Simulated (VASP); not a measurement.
# Y (Fm-3m) in VASP: notebook

Runs on Y. Level: PBE. Tasks: single point.

Program: VASP 6.6.1. These are calculated values, not measurements. Logs are shortened: lines on timing, memory, paths and dates and some standing lists are left out, and cuts for length are marked.

**1. The cell of the first run**

The structure is cubic, space group Fm-3m (No. 225). The conventional cell has a = 3.825 Å, b = 3.825 Å, c = 3.825 Å, α = 90.00°, β = 90.00°, γ = 90.00°. Y (site symmetry m-3m) has 12 Y at 2.70 Å within 3.6 Å.

This isn't the form of Y at room conditions, which is hcp.

**2. Single point, PBE (13.99 Å³/atom)**

Contents of INCAR:

```
PREC = Accurate
ENCUT = 520
EDIFF = 1E-6
ISMEAR = -1
SIGMA = 0.08
LREAL = F
LASPH = T
NELM = 60
ALGO = Normal
ISIF = 2
LWAVE = F
LCHARG = F
GGA = PE
NBANDS = 12
```

Contents of KPOINTS:

```
Automatic mesh
0
Gamma
  14 14 14
```

Contents of POSCAR:

```
Y
1.0
    0.0000000000      1.9122743573      1.9122743573
    1.9122743573      0.0000000000      1.9122743573
    1.9122743573      1.9122743573      0.0000000000
Y
1
Direct
    0.0000000000      0.0000000000      0.0000000000
```

Potentials or basis: VASP PAW PBE potentials, release 64 (Y_sv).

Launch:

```console
cat potpaw_PBE.64/Y_sv/POTCAR > POTCAR
mpirun -np 1 vasp_std > vasp.out
```

OUTCAR:

```text
PREC = Accurate
   ENCUT = 520
   EDIFF = 1E-6
   ISMEAR = -1
   LREAL = F
   LASPH = T
   NELM = 60
   ISIF = 2
   GGA = PE

 ion  position               nearest neighbor table
   1  0.000  0.000  0.000-

  LATTYP: Found a face centered cubic cell.
 ALAT       =     3.8245487146

  Lattice vectors:

 A1 = (   0.0000000000,   1.9122743573,   1.9122743573)
 A2 = (   1.9122743573,   0.0000000000,   1.9122743573)
 A3 = (   1.9122743573,   1.9122743573,   0.0000000000)

Analysis of symmetry for initial positions (statically):
=====================================================================
 Subroutine PRICEL returns:
 Original cell was already a primitive cell.

 Routine SETGRP: Setting up the symmetry group for a
 face centered cubic supercell.

 Subroutine GETGRP returns: Found 48 space group operations
 (whereof 48 operations were pure point group operations)
 out of a pool of 48 trial point group operations.

The static configuration has the point symmetry O_h .

Analysis of symmetry for dynamics (positions and initial velocities):
=====================================================================
 Subroutine PRICEL returns:
 Original cell was already a primitive cell.

 Routine SETGRP: Setting up the symmetry group for a
 face centered cubic supercell.

 Subroutine GETGRP returns: Found 48 space group operations
 (whereof 48 operations were pure point group operations)
 out of a pool of 48 trial point group operations.

The dynamic configuration has the point symmetry O_h .

 Subroutine INISYM returns: Found 48 space group operations
 (whereof 48 operations are pure point group operations),
 and found     1 'primitive' translations

----------------------------------------------------------------------------------------

                                     Primitive cell

  volume of cell :      13.9856

  direct lattice vectors                    reciprocal lattice vectors
     0.000000000  1.912274357  1.912274357    -0.261468757  0.261468757  0.261468757
     1.912274357  0.000000000  1.912274357     0.261468757 -0.261468757  0.261468757
     1.912274357  1.912274357  0.000000000     0.261468757  0.261468757 -0.261468757

  length of vectors
     2.704364331  2.704364331  2.704364331     0.452877172  0.452877172  0.452877172

  position of ions in fractional coordinates (direct lattice)
     0.000000000  0.000000000  0.000000000

  ion indices of the primitive-cell ions
[... 74 lines left out ...]
   EDIFF  = 0.1E-05   stopping-criterion for ELM
   LREAL  =      F    real-space projection
   EDIFFG = 0.1E-04   stopping-criterion for IOM
   NSW    =      0    number of steps for IOM
   IBRION =     -1    ionic relax: 0-MD 1-quasi-New 2-CG
   NFREE  =      0    steps in history (QN), initial steepest desc. (CG)
   ISIF   =      2    stress and relaxation
   ISYM   =      2    0-nonsym 1-usesym 2-fastsym
   POTIM  = 0.5000    time-step for ionic-motion
   TEBEG  =    0.0;   TEEND  =   0.0 temperature during run
   PSTRESS=    0.0 pullay stress
   NELECT =      11.0000    total number of electrons
   NUPDOWN=      -1.0000    fix difference up-down
   EMIN   =  10.00;   EMAX   =-10.00  energy-range for DOS
   EFERMI =   0.00;   METHOD = LEGACY
   ISMEAR =    -1;   SIGMA  =   0.08  broadening in eV -4-tet -1-fermi 0-gaus
   EFERMI_NEDOS =   21; number of points for ismear=-14 and -15
   IALGO  =     38    algorithm
   IMIX   =      4    mixing-type and parameters
     AMIX     =   0.40;   BMIX     =  1.00
     AMIX_MAG =   1.60;   BMIX_MAG =  1.00
  volume/ion in A,a.u.               =      13.99        94.38
  Fermi-wavevector in a.u.,A,eV,Ry     =   1.511166  2.855690 31.070576  2.283623
  Thomas-Fermi vector in A             =   2.621259
   LORBIT       =      0    0 simple, 1 ext, 2 COOP (PROOUT), +10 PAW based schemes
   GGA     = PE    functional components
   LHFCALC =     F    Hartree Fock is set to
   AEXX    =    0.0000 exact exchange contribution
   IVDW    =     0    specifies the selected vdW correction
   LEPSILON=     F    determine dielectric tensor
   LRPA    =     F    only Hartree local field effects (RPA)
 non-spin polarized calculation
  energy-cutoff  :      520.00
  volume of cell :       13.99
 maximum number of plane-waves:       388
   NGX =  9   NGY =  9   NGZ =  9

 number of electron      11.0000000 magnetization

 Free energy of the ion-electron system (eV)
  ---------------------------------------------------
  ext. energy  EPLUGINS =         0.00000000
  ---------------------------------------------------
  free energy    TOTEN  =        -2.67411648 eV

  energy without entropy =       -2.65553751  energy(sigma->0) =       -2.66482700

 E-fermi :   8.6993     XC(G=0): -13.3976

 val. band max:        8.6954099430   @ k =  -0.2857   0.5000   0.2143
 cond. band min:       8.7104316054   @ k =  -0.4286   0.2857   0.0000
 fundamental gap:      0.0150216624
 Fermi energy:         8.6992915012

 k-point     1 :       0.0000    0.0000    0.0000
  band No.  band energies     occupation
      1     -34.3105      2.00000
      2     -10.8526      2.00000
      3     -10.8526      2.00000
      4     -10.8526      2.00000
      5       5.0558      2.00000
      6      10.7715      0.00000
      7      10.7715      0.00000
      8      10.7715      0.00000
      9      15.9316      0.00000
     10      15.9316      0.00000
     11      19.6064      0.00000
     12      26.2406      0.00000
[... 331 lines left out ...]
 k-point    24 :       0.2857    0.1429    0.0000
  band No.  band energies     occupation
      1     -33.4935      2.00000
      2     -13.8610      2.00000
      3     -11.6501      2.00000
      4     -11.6079      2.00000
      5       7.1721      2.00000
      6       8.8375      0.30171
      7      10.8940      0.00000
      8      12.6588      0.00000
      9      15.1892      0.00000
     10      17.4010      0.00000
     11      23.7584      0.00000
     12      28.1305      0.00000

 [... further k-points ...]
[... 5 lines left out ...]
  --------------------------------------------------------------------------------------
  -------------------------------------------------------------------------------------
  Total       10.3363475     10.3363475     10.3363475      0.0000000      0.0000000      0.0000000
  in kB     1184.1237307   1184.1237307   1184.1237307      0.0000000      0.0000000      0.0000000
  external PRESSURE =    1184.1237307 kB  Pullay stress =       0.0000000 kB

 VOLUME and BASIS-vectors are now :
 -----------------------------------------------------------------------------
  energy-cutoff  :      520.00
  volume of cell :       13.99
      direct lattice vectors                 reciprocal lattice vectors
     0.000000000  1.912274357  1.912274357    -0.261468757  0.261468757  0.261468757
     1.912274357  0.000000000  1.912274357     0.261468757 -0.261468757  0.261468757
     1.912274357  1.912274357  0.000000000     0.261468757  0.261468757 -0.261468757

 POSITION                                       TOTAL-FORCE (eV/Angst)
 -----------------------------------------------------------------------------------
      0.00000      0.00000      0.00000         0.000000      0.000000      0.000000
 -----------------------------------------------------------------------------------
    total drift:                                0.000000      0.000000      0.000000

  FREE ENERGIE OF THE ION-ELECTRON SYSTEM (eV)
  ---------------------------------------------------
  free  energy   TOTEN  =        -2.6741164847 eV

  energy  without entropy=       -2.6555375070  energy(sigma->0) =       -2.66482700
```

Wall time 19 s (1 thread of Intel Xeon 8259CL, shared host); peak memory 0.15 GiB.

Results:

```yaml
Free_energy: -2.6741 eV
Pressure: 118.4 GPa
Band_gap_on_the_k_mesh: zero (an odd number of electrons rules out a gap without spin polarisation)
```

Levels at points of the mesh, in eV from the Fermi level:
```csv
k point,band 2,band 3,band 4,band 5,band 6,band 7,band 8,band 9
"(0.00, 0.00, 0.00)",-19.55,-19.55,-19.55,-3.64,2.07,2.07,2.07,7.23
"(0.50, 0.00, 0.00)",-25.21,-20.23,-20.23,-3.32,1.51,1.51,6.44,11.29
"(0.50, 0.50, 0.00)",-24.74,-21.54,-21.54,-5.14,-4.03,10.64,11.41,12.62
```

Caveat: the cell stands under pressure.

**3. Single point, PBE (13.99 Å³/atom)**

Contents of INCAR:

```
SYSTEM = Y
  ALGO = Normal
  EDIFF = 1E-6
  ENCUT = 520
  GGA = PE
  ISIF = 2
  ISMEAR = -1
  LASPH = .True.
  LCHARG = .True.
  LELF = .True.
  LREAL = .False.
  LVHAR = .True.
  LWAVE = .False.
  NBANDS = 12
  NELM = 100
  PREC = Accurate
  SIGMA = 0.08
```

Contents of KPOINTS:

```
k-points
0
Gamma
  14 14 14
  0 0 0
```

POSCAR is that of step 2.

Potentials or basis: VASP PAW PBE potentials, release 64 (Y_sv).

Launch:

```console
cat potpaw_PBE.64/Y_sv/POTCAR > POTCAR
mpirun -np 1 vasp_std > vasp.out
```

Run time: 25 s. Hardware: 1 thread of Intel Xeon 8259CL, shared host; peak memory 0.15 GiB.

Results (log left out):

- Free energy: -2.6741 eV
- Pressure: 118.4 GPa
- Band gap on the k mesh: zero (an odd number of electrons rules out a gap without spin polarisation)

Levels at points of the mesh, in eV from the Fermi level:
```csv
k point,band 3,band 4,band 5,band 6,band 7,band 8
"(0.00, 0.00, 0.00)",-19.55,-19.55,-3.64,2.07,2.07,2.07
"(0.50, 0.00, 0.00)",-20.23,-20.23,-3.32,1.51,1.51,6.44
"(0.50, 0.50, 0.00)",-21.54,-21.54,-5.14,-4.03,10.64,11.41
```

Caveat: the cell stands under pressure.

**4. Single point, PBE (16.26 Å³/atom)**

This run uses another cell than the first one, of 16.26 Å³/atom.

Contents of INCAR:

```
SYSTEM = Y
PREC = Accurate
ENCUT = 520
EDIFF = 1E-6
ISMEAR = -1
SIGMA = 0.08
LREAL = .False.
LASPH = .True.
NELM = 80
ALGO = Normal
ISIF = 2
LWAVE = .False.
LCHARG = .True.
GGA = PE
LELF = .True.
LVHAR = .True.
NBANDS = 12
```

Contents of KPOINTS:

```
Automatic mesh
0
Gamma
  14 14 14
  0 0 0
```

Contents of POSCAR:

```
Y
1.0
    0.0000000000      2.0108702594      2.0108702594
    2.0108702594      0.0000000000      2.0108702594
    2.0108702594      2.0108702594      0.0000000000
Y
1
Direct
    0.0000000000      0.0000000000      0.0000000000
```

Launch:

```console
cat potpaw_PBE.64/Y_sv/POTCAR > POTCAR
mpirun -np 1 vasp_std > vasp.out
```

Run time: 26 s. Hardware: 1 thread of Intel Xeon 8259CL, shared host; peak memory 0.17 GiB.

The run converged. Its results:

```
Free energy            : -4.0251 eV
Pressure               : 75.6 GPa
Band gap on the k mesh : zero (an odd number of electrons rules out a gap without spin polarisation)
```

Levels at points of the mesh, in eV from the Fermi level:
```csv
k point,band 1,band 2,band 3,band 4,band 5,band 6,band 7,band 8,band 9,band 10
"(0.00, 0.00, 0.00)",-42.35,-20.08,-20.08,-20.08,-4.42,2.18,2.18,2.18,6.58,6.58
"(0.50, 0.00, 0.00)",-41.43,-24.12,-20.56,-20.56,-3.03,1.71,1.71,4.98,9.99,9.99
"(0.50, 0.50, 0.00)",-41.12,-23.79,-21.48,-21.48,-4.24,-3.13,8.22,10.07,11.07,11.07
```

Caveat: the cell stands under pressure.

**5. Single point, PBE (22.12 Å³/atom)**

This run uses another cell than the first one, of 22.12 Å³/atom.

Contents of INCAR:

```
SYSTEM = Y
ALGO = Normal
EDIFF = 1E-6
ENCUT = 520
GGA = PE
ISIF = 2
ISMEAR = -1
LASPH = .True.
LCHARG = .False.
LREAL = .False.
LWAVE = .False.
NBANDS = 12
NELM = 80
PREC = Accurate
SIGMA = 0.08
```

Contents of KPOINTS:

```
k-points
0
Gamma
  14 14 14
  0 0 0
```

Contents of POSCAR:

```
Y
1.0
    0.0000000000      2.2279068071      2.2279068071
    2.2279068071      0.0000000000      2.2279068071
    2.2279068071      2.2279068071      0.0000000000
Y
1
Direct
    0.0000000000      0.0000000000      0.0000000000
```

Launch:

```console
cat potpaw_PBE.64/Y_sv/POTCAR > POTCAR
mpirun -np 1 vasp_std > vasp.out
```

Wall time 40 s (1 thread of Intel Xeon 8259CL, shared host); peak memory 0.17 GiB.

The run converged. Its results:

```yaml
Free_energy: -5.7552 eV
Pressure: 27.1 GPa
Band_gap_on_the_k_mesh: zero (an odd number of electrons rules out a gap without spin polarisation)
```

Levels at points of the mesh, in eV from the Fermi level:
| k point | band 3 | band 4 | band 5 | band 6 | band 7 | band 8 |
| --- | --- | --- | --- | --- | --- | --- |
| (0.00, 0.00, 0.00) | -21.09 | -21.09 | -5.00 | 2.16 | 2.16 | 2.16 |
| (0.50, 0.00, 0.00) | -21.31 | -21.31 | -2.48 | 1.85 | 1.85 | 2.44 |
| (0.50, 0.50, 0.00) | -21.73 | -21.73 | -2.83 | -1.80 | 4.63 | 7.71 |

Caveat: the cell stands under pressure.

**6. Single point, PBE (28.62 Å³/atom)**

This run uses another cell than the first one, of 28.62 Å³/atom.

Contents of INCAR:

```
SYSTEM = Y
PREC = Accurate
ENCUT = 520
EDIFF = 1E-7
ISMEAR = -1
SIGMA = 0.08
LREAL = .False.
LASPH = .True.
NELM = 60
ALGO = Normal
ISIF = 2
LWAVE = .False.
LCHARG = .False.
GGA = PE
NBANDS = 12
```

Contents of KPOINTS:

```
Automatic mesh
0
Gamma
  14 14 14
  0 0 0
```

Contents of POSCAR:

```
Y
1.0
    0.0000000000      2.4278486344      2.4278486344
    2.4278486344      0.0000000000      2.4278486344
    2.4278486344      2.4278486344      0.0000000000
Y
1
Direct
    0.0000000000      0.0000000000      0.0000000000
```

Potentials or basis: VASP PAW PBE potentials, release 64 (Y_sv).

Launch:

```console
cat potpaw_PBE.64/Y_sv/POTCAR > POTCAR
mpirun -np 1 vasp_std > vasp.out
```

It took 64 s on 1 thread of Intel Xeon 8259CL, shared host; peak memory 0.2 GiB.

The run converged. Its results:

* Free energy: -6.3595 eV
* Pressure: 5.9 GPa
* Band gap on the k mesh: zero (an odd number of electrons rules out a gap without spin polarisation)

Levels at points of the mesh, in eV from the Fermi level:
```
           k point  band 2  band 3  band 4  band 5  band 6  band 7  band 8  band 9
(0.00, 0.00, 0.00)  -21.96  -21.96  -21.96   -4.93    1.92    1.92    1.92    4.26
(0.50, 0.00, 0.00)  -22.83  -22.07  -22.07   -2.14    1.04    1.71    1.71    5.97
(0.50, 0.50, 0.00)  -22.77  -22.27  -22.27   -2.06   -1.13    2.71    5.99    6.47
```

Caveat: the cell stands under pressure.

**7. Overview**

| cell | gap on the mesh (eV) | pressure (GPa) |
| --- | --- | --- |
| a = 2.704 Å, angles 60.0°, 1 atom | none | 118.4 |
| a = 2.844 Å, angles 60.0°, 1 atom | none | 75.6 |
| a = 3.151 Å, angles 60.0°, 1 atom | none | 27.1 |
| a = 3.433 Å, angles 60.0°, 1 atom | none | 5.9 |

Alike in all rows: task single point; level PBE; potentials or basis VASP PAW PBE potentials, release 64 (Y_sv); no spin polarisation; k mesh 14 × 14 × 14; cutoff (eV) 520; smearing fermi-dirac 0.08 eV.

Caveats: the cell stands under pressure.

Total energies depend on the potentials used, so only differences within one code and one set of settings carry meaning.
